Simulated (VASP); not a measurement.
Runs of VASP 6.6.1 on Si. The structure is that of space group Fd-3m (No. 227), or close to it. The cells are those of the table. 

| task | level | potentials or basis | cell | k mesh | cutoff (eV) | smearing | grid for exact exchange (PRECFOCK) | screening parameter | GW scheme | GW iterations | cutoff of the response function | gap on the mesh (eV) | pressure (GPa) |
| --- | --- | --- | --- | --- | --- | --- | --- | --- | --- | --- | --- | --- | --- |
| dielectric tensor | r2SCAN | VASP PAW PBE potentials, release 64 (Si) | a = 3.850 Å, angles 60.0°, 2 atoms | 6 × 6 × 6 | 520 | gaussian 0.01 eV | - | - | - | - | - | 0.93 | - |
| relaxation of cell and atoms | r2SCAN | VASP PAW PBE potentials, release 64 (Si) | relaxed from a = 3.868 Å, angles 60.0°, 2 atoms | 8 × 8 × 8 | 600 | fermi-dirac 0.02 eV | - | - | - | - | - | 0.82 | 0.0 |
| single point | PBE0 | VASP PAW PBE potentials, release 64 (Si) | a = 3.850 Å, angles 60.0°, 2 atoms | 6 × 6 × 6 | 520 | gaussian 0.01 eV | Normal | - | - | - | - | 1.99 | (c) |
| single point | HSE06 | VASP PAW PBE potentials, release 64 (Si) | a = 3.850 Å, angles 60.0°, 2 atoms | 6 × 6 × 6 | 520 | gaussian 0.01 eV | Normal | 0.2079 1/Å | - | - | - | 1.31 | -0.5 |
| single point | PBE | VASP PAW PBE potentials, release 64 (Si) | a = 3.850 Å, angles 60.0°, 2 atoms | 8 × 8 × 8 | 520 | fermi-dirac 0.02 eV | - | - | - | - | - | (b) | (a) |
| single point | r2SCAN | VASP PAW PBE potentials, release 64 (Si) | a = 3.850 Å, angles 60.0°, 2 atoms | 8 × 8 × 8 | 520 | gaussian 0.01 eV | - | - | - | - | - | 0.83 | -0.2 |
| single point | r2SCAN | VASP PAW PBE potentials, release 64 (Si) | a = 3.850 Å, angles 60.0°, 2 atoms | 8 × 8 × 8 | 520 | fermi-dirac 0.02 eV | - | - | - | - | - | 0.83 | -0.2 |

Alike in all rows: no spin polarisation.

Task: Estimate the missing entries.

Result: (a) 1.2; (b) 0.63; (c) -0.7.

Caveats: the PAW data sets were made with another functional, which shifts forces and pressure a little (some runs).

A k mesh can miss the band edges.
